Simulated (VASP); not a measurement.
Here is a VASP 6.6.1 calculation.

INCAR

```
ALGO = Normal
EDIFF = 1E-8
ENCUT = 400
GGA = PE
GGA_COMPAT = False
ISIF = 2
ISMEAR = -1
LASPH = True
LCHARG = False
LEFG = True
LREAL = False
LWAVE = False
NBANDS = 19
NELM = 120
PREC = Accurate
SIGMA = 0.08
```

KPOINTS

```
k-points
0
Gamma
  13 13 7
```

Contents of POSCAR:

```
Ti
1.0
    3.0089978176      0.0000000000      0.0000000000
   -1.5044989088      2.6058685500      0.0000000000
    0.0000000000      0.0000000000      4.6860000000
Ti
2
Direct
    0.3333333333      0.6666666667      0.2500000000
    0.6666666667      0.3333333333      0.7500000000
```

Potentials or basis: VASP PAW PBE potentials, release 64 (Ti_sv).

The run is started by

```sh
$ cat potpaw_PBE.64/Ti_sv/POTCAR > POTCAR
$ mpirun -np 1 vasp_std > vasp.out
```

**Question.** Estimate the pressure.

**Answer.** -6.3 GPa.

**Question.** Estimate the band gap on the k mesh.

**Answer.** Zero (bands 12 and 13 overlap by 1.03 eV).

Stress tensor (GPa, compression positive):
```
-6.82  0.00  0.00
 0.00 -6.82  0.00
 0.00  0.00 -5.28
```

Caveat: the cell differs from its parent crystal (equal xx and yy strain of +2 %); the cell stands under tension; without QUAD_EFG the Cq values of the log hold for a quadrupole moment of 1 mb, not for the nuclei.
